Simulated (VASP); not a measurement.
# AlN (P6_3/mmc) in VASP: notebook

The runs below take AlN through single point, with LDA, PBEsol, PBE, r2SCAN.

All numbers are computed with VASP 6.6.1; they aren't measurements. Logs are shortened: lines on timing, memory, paths and dates and some standing lists are left out, and cuts for length are marked.

### 1 The cell of the first run

It takes space group P6_3/mmc (No. 194, hexagonal). Conventional cell: a = 3.292 Å, b = 3.292 Å, c = 4.137 Å, α = 90.00°, β = 90.00°, γ = 120.00°. Al (site symmetry -6m2) has 5 N at 1.90 to 2.07 Å within 2.5 Å. Within 2.5 Å of N (site symmetry -6m2) lie 5 Al at 1.90 to 2.07 Å.

### 2 Single point, LDA

Input file INCAR:

```
SYSTEM = AlN
ALGO = Normal ; EDIFF = 1E-6
ENCUT = 520 ; GGA = CA
ISIF = 2 ; ISMEAR = 0
LASPH = .TRUE. ; LCHARG = .FALSE.
LREAL = .FALSE. ; LWAVE = .FALSE.
NBANDS = 16 ; NELM = 100
PREC = Accurate ; SIGMA = 0.01
```

Input file KPOINTS:

```
k-points
0
G
  12 12 6
  0 0 0
```

Input file POSCAR:

```
AlN
1.0
    3.2923469533      0.0000000000      0.0000000000
   -1.6461734767      2.8512560996      0.0000000000
    0.0000000000      0.0000000000      4.1369585597
Al N
2 2
Direct
    0.3333333333      0.6666666667      0.2500000000
    0.6666666667      0.3333333333      0.7500000000
    0.6666666667      0.3333333333      0.2500000000
    0.3333333333      0.6666666667      0.7500000000
```

Potentials or basis: VASP PAW LDA potentials, release 64 (Al, N).

Command:

```sh
cat potpaw_LDA.64/Al/POTCAR potpaw_LDA.64/N/POTCAR > POTCAR
mpirun -np 1 vasp_std > vasp.out
```

OUTCAR:

```text
SYSTEM = AlN
   EDIFF = 1E-6
   ENCUT = 520
   GGA = CA
   ISIF = 2
   ISMEAR = 0
   LASPH = .TRUE.
   LREAL = .FALSE.
   NELM = 100
   PREC = Accurate

 ion  position               nearest neighbor table
   1  0.333  0.667  0.250-   3 1.90   3 1.90   3 1.90   4 2.07   4 2.07   2 2.81   2 2.81   2 2.81
                             2 2.81   2 2.81   2 2.81
   2  0.667  0.333  0.750-   4 1.90   4 1.90   4 1.90   3 2.07   3 2.07   1 2.81   1 2.81   1 2.81
                             1 2.81   1 2.81   1 2.81
   3  0.667  0.333  0.250-   1 1.90   1 1.90   1 1.90   2 2.07   2 2.07
   4  0.333  0.667  0.750-   2 1.90   2 1.90   2 1.90   1 2.07   1 2.07

  LATTYP: Found a hexagonal cell.
 ALAT       =     3.2923469533
 C/A-ratio  =     1.2565378493

  Lattice vectors:

 A1 = (   3.2923469533,   0.0000000000,   0.0000000000)
 A2 = (  -1.6461734767,   2.8512560996,   0.0000000000)
 A3 = (   0.0000000000,   0.0000000000,   4.1369585597)

Analysis of symmetry for initial positions (statically):
=====================================================================
 Subroutine PRICEL returns:
 Original cell was already a primitive cell.

 Routine SETGRP: Setting up the symmetry group for a
 hexagonal supercell.

 Subroutine GETGRP returns: Found 24 space group operations
 (whereof 12 operations were pure point group operations)
 out of a pool of 24 trial point group operations.

The static configuration has the point symmetry D_3d.
 The point group associated with its full space group is D_6h.

Analysis of symmetry for dynamics (positions and initial velocities):
=====================================================================
 Subroutine PRICEL returns:
 Original cell was already a primitive cell.

 Routine SETGRP: Setting up the symmetry group for a
 hexagonal supercell.

 Subroutine GETGRP returns: Found 24 space group operations
 (whereof 12 operations were pure point group operations)
 out of a pool of 24 trial point group operations.

The dynamic configuration has the point symmetry D_3d.
 The point group associated with its full space group is D_6h.

 Subroutine INISYM returns: Found 24 space group operations
 (whereof 12 operations are pure point group operations),
 and found     1 'primitive' translations

----------------------------------------------------------------------------------------

                                     Primitive cell

  volume of cell :      38.8350

  direct lattice vectors                    reciprocal lattice vectors
     3.292346953  0.000000000  0.000000000     0.303734696  0.175361308  0.000000000
    -1.646173477  2.851256100  0.000000000     0.000000000  0.350722617  0.000000000
     0.000000000  0.000000000  4.136958560     0.000000000  0.000000000  0.241723475

  length of vectors
     3.292346953  3.292346953  4.136958560     0.350722617  0.350722617  0.241723475

  position of ions in fractional coordinates (direct lattice)
     0.333333333  0.666666667  0.250000000
     0.666666667  0.333333333  0.750000000
     0.666666667  0.333333333  0.250000000
     0.333333333  0.666666667  0.750000000

  ion indices of the primitive-cell ions
   primitive index   ion index
                 1           1
                 2           2
                 3           3
                 4           4

----------------------------------------------------------------------------------------

 KPOINTS: k-points

Automatic generation of k-mesh.
 Grid dimensions read from file:
 generate k-points for:   12   12    6

 Generating k-lattice:

  Cartesian coordinates                     Fractional coordinates (reciprocal lattice)
     0.025311225  0.014613442  0.000000000     0.083333333 -0.000000000  0.000000000
     0.000000000  0.029226885  0.000000000     0.000000000  0.083333333  0.000000000
     0.000000000  0.000000000  0.040287246     0.000000000  0.000000000  0.166666667

  Length of vectors
     0.029226885  0.029226885  0.040287246

  Shift w.r.t. Gamma in fractional coordinates (k-lattice)
     0.000000000  0.000000000  0.000000000

 Subroutine IBZKPT returns following result:
 ===========================================

 Found     76 irreducible k-points:

 Following reciprocal coordinates:
            Coordinates               Weight
  0.000000  0.000000  0.000000      1.000000
  0.083333  0.000000  0.000000      6.000000
  0.166667  0.000000  0.000000      6.000000
  0.250000  0.000000  0.000000      6.000000
  0.333333  0.000000  0.000000      6.000000
  0.416667  0.000000  0.000000      6.000000
[... 16 lines left out ...]
  0.250000  0.000000  0.166667     12.000000
  0.333333  0.000000  0.166667     12.000000
 [... further k-points ...]
   k-points           NKPTS =     76   k-points in BZ     NKDIM =     76   number of bands    NBANDS=     16
   number of dos      NEDOS =    301   number of ions     NIONS =      4
   total plane-waves  NPLWV =  18432
   dimension x,y,z NGX =    24 NGY =   24 NGZ =   32
   dimension x,y,z NGXF=    48 NGYF=   48 NGZF=   64
   ions per type =               2   2
   NGX,Y,Z   is equivalent  to a cutoff of  12.12, 12.12, 12.86 a.u.
   NGXF,Y,Z  is equivalent  to a cutoff of  24.24, 24.24, 25.72 a.u.
 SYSTEM =  AlN
   PREC   = accura    normal or accurate (medium, high low for compatibility)
   ISTART =      0    job   : 0-new  1-cont  2-samecut
   ICHARG =      2    charge: 1-file 2-atom 10-const
   ISPIN  =      1    spin polarized calculation?
   LNONCOLLINEAR =      F non collinear calculations
   LSORBIT =      F    spin-orbit coupling
   LASPH  =      T    aspherical Exc in radial PAW
   ENCUT  =  520.0 eV  38.22 Ry    6.18 a.u.   6.12  6.12  7.69*2*pi/ulx,y,z
   NELM   =    100;   NELMIN=  2; NELMDL= -5     # of ELM steps
   EDIFF  = 0.1E-05   stopping-criterion for ELM
   LREAL  =      F    real-space projection
   EDIFFG = 0.1E-04   stopping-criterion for IOM
   NSW    =      0    number of steps for IOM
   IBRION =     -1    ionic relax: 0-MD 1-quasi-New 2-CG
   NFREE  =      0    steps in history (QN), initial steepest desc. (CG)
   ISIF   =      2    stress and relaxation
   ISYM   =      2    0-nonsym 1-usesym 2-fastsym
   POTIM  = 0.5000    time-step for ionic-motion
   TEBEG  =    0.0;   TEEND  =   0.0 temperature during run
   PSTRESS=    0.0 pullay stress
   NELECT =      16.0000    total number of electrons
   NUPDOWN=      -1.0000    fix difference up-down
   EMIN   =  10.00;   EMAX   =-10.00  energy-range for DOS
   EFERMI =   0.00;   METHOD = LEGACY
   ISMEAR =     0;   SIGMA  =   0.01  broadening in eV -4-tet -1-fermi 0-gaus
   EFERMI_NEDOS =   21; number of points for ismear=-14 and -15
   IALGO  =     38    algorithm
   IMIX   =      4    mixing-type and parameters
     AMIX     =   0.40;   BMIX     =  1.00
     AMIX_MAG =   1.60;   BMIX_MAG =  1.00
  volume/ion in A,a.u.               =       9.71        65.52
  Fermi-wavevector in a.u.,A,eV,Ry     =   1.218168  2.302004 20.190136  1.483933
  Thomas-Fermi vector in A             =   2.353464
   LORBIT       =      0    0 simple, 1 ext, 2 COOP (PROOUT), +10 PAW based schemes
   GGA     = CA    functional components
   LHFCALC =     F    Hartree Fock is set to
   AEXX    =    0.0000 exact exchange contribution
   IVDW    =     0    specifies the selected vdW correction
   LEPSILON=     F    determine dielectric tensor
   LRPA    =     F    only Hartree local field effects (RPA)
 non-spin polarized calculation
 Gauss-broadening in eV      SIGMA  =   0.01
  energy-cutoff  :      520.00
  volume of cell :       38.83
 maximum number of plane-waves:      1066
   NGX = 13   NGY = 13   NGZ = 15

 number of electron      15.9999996 magnetization

 Free energy of the ion-electron system (eV)
  ---------------------------------------------------
  ext. energy  EPLUGINS =         0.00000000
  ---------------------------------------------------
  free energy    TOTEN  =       -32.47660527 eV

  energy without entropy =      -32.47660527  energy(sigma->0) =      -32.47660527

 E-fermi :   8.0637     XC(G=0): -11.5938

 val. band max:        7.9338280475   @ k =   0.0000   0.0000   0.0000
 cond. band min:      11.4143952365   @ k =   0.0000   0.0000   0.0000
 fundamental gap:      3.4805671891
 Fermi energy:         8.0637289298

 k-point     1 :       0.0000    0.0000    0.0000
  band No.  band energies     occupation
      1      -8.8613      2.00000
      2      -4.9776      2.00000
      3       0.9195      2.00000
      4       4.5958      2.00000
      5       4.5958      2.00000
      6       6.3175      2.00000
[... 8 lines left out ...]
     15      19.8199      0.00000
     16      19.8493      0.00000

 k-point     2 :       0.0833    0.0000    0.0000
  band No.  band energies     occupation
      1      -8.7789      2.00000
      2      -4.9751      2.00000
      3       1.0060      2.00000
      4       4.2974      2.00000
      5       4.4737      2.00000
      6       6.0272      2.00000
[... 8 lines left out ...]
     15      19.3851      0.00000
     16      19.4602      0.00000

 k-point     3 :       0.1667    0.0000    0.0000
  band No.  band energies     occupation
      1      -8.5373      2.00000
      2      -4.9836      2.00000
      3       1.2617      2.00000
      4       3.5641      2.00000
      5       4.1877      2.00000
      6       5.3965      2.00000
[... 8 lines left out ...]
     15      18.7415      0.00000
     16      19.9530      0.00000

 k-point     4 :       0.2500    0.0000    0.0000
  band No.  band energies     occupation
      1      -8.1551      2.00000
      2      -5.0475      2.00000
      3       1.6733      2.00000
      4       2.7122      2.00000
      5       3.8660      2.00000
      6       4.7250      2.00000
[... 8 lines left out ...]
     15      18.0827      0.00000
     16      20.5527      0.00000
[... 324 lines left out ...]
 k-point    22 :       0.1667    0.0000    0.1667
  band No.  band energies     occupation
      1      -8.3667      2.00000
      2      -5.3473      2.00000
      3       1.5272      2.00000
      4       3.8776      2.00000
      5       4.3118      2.00000
      6       5.0158      2.00000
[... 8 lines left out ...]
     15      19.2978      0.00000
     16      20.1087      0.00000

 k-point    23 :       0.2500    0.0000    0.1667
  band No.  band energies     occupation
      1      -7.9929      2.00000
      2      -5.3217      2.00000
      3       1.4709      2.00000
      4       3.3295      2.00000
      5       4.0024      2.00000
      6       4.2957      2.00000
[... 8 lines left out ...]
     15      19.0059      0.00000
     16      20.4234      0.00000

 k-point    24 :       0.3333    0.0000    0.1667
  band No.  band energies     occupation
      1      -7.5233      2.00000
      2      -5.3852      2.00000
      3       1.2246      2.00000
      4       3.0065      2.00000
      5       3.7379      2.00000
      6       3.8316      2.00000
[... 8 lines left out ...]
     15      19.5675      0.00000
     16      20.7238      0.00000

 [... further k-points ...]

------------------------ aborting loop because EDIFF is reached ----------------------------------------

  FORCE on cell =-STRESS in cart. coord.  units (eV):
  Direction    XX          YY          ZZ          XY          YZ          ZX
  --------------------------------------------------------------------------------------
  -------------------------------------------------------------------------------------
  Total       -0.8176078     -0.8176078     -0.8991869      0.0000000      0.0000000      0.0000000
  in kB      -33.7312629    -33.7312629    -37.0968950      0.0000000      0.0000000      0.0000000
  external PRESSURE =     -34.8531403 kB  Pullay stress =       0.0000000 kB

 VOLUME and BASIS-vectors are now :
 -----------------------------------------------------------------------------
  energy-cutoff  :      520.00
  volume of cell :       38.83
      direct lattice vectors                 reciprocal lattice vectors
     3.292346953  0.000000000  0.000000000     0.303734696  0.175361308  0.000000000
    -1.646173477  2.851256100  0.000000000     0.000000000  0.350722617  0.000000000
     0.000000000  0.000000000  4.136958560     0.000000000  0.000000000  0.241723475

 POSITION                                       TOTAL-FORCE (eV/Angst)
 -----------------------------------------------------------------------------------
     -0.00000      1.90084      1.03424         0.000000      0.000000      0.000000
      1.64617      0.95042      3.10272        -0.000000      0.000000      0.000000
      1.64617      0.95042      1.03424        -0.000000      0.000000      0.000000
     -0.00000      1.90084      3.10272         0.000000     -0.000000      0.000000
 -----------------------------------------------------------------------------------
    total drift:                               -0.000000      0.000000     -0.000000

  FREE ENERGIE OF THE ION-ELECTRON SYSTEM (eV)
  ---------------------------------------------------
  free  energy   TOTEN  =       -32.4766052655 eV

  energy  without entropy=      -32.4766052655  energy(sigma->0) =      -32.47660527
```

Wall time 22 s (1 thread of Intel Xeon Platinum 8259CL at 2.50GHz (Skylake/Cascade Lake), shared host); peak memory 0.15 GiB.

Results:

```yaml
Free_energy: -32.4766 eV
Pressure: -3.5 GPa
Band_gap_on_the_k_mesh: 3.48 eV, direct
```

Stress tensor (GPa, compression positive):
```
-3.37  0.00  0.00
 0.00 -3.37  0.00
 0.00  0.00 -3.71
```

Levels at points of the mesh, in eV from the valence-band top:
```tsv
k point	band 4	band 5	band 6	band 7	band 8	band 9	band 10	band 11	band 12	band 13
(0.00, 0.00, 0.00)	-3.34	-3.34	-1.62	-1.62	0.00	3.48	4.44	8.16	8.16	11.25
(0.50, 0.00, 0.00)	-4.84	-4.58	-4.30	-2.97	-1.43	3.78	7.17	7.28	9.12	9.43
(0.00, 0.00, 0.50)	-3.71	-2.52	-2.52	-2.52	-2.52	5.74	5.74	8.34	8.34	8.34
(0.50, 0.00, 0.50)	-7.40	-3.30	-3.30	-1.77	-1.77	5.07	5.07	9.39	9.39	11.56
```

A k mesh can miss the band edges.

[end of part 1 of 2]
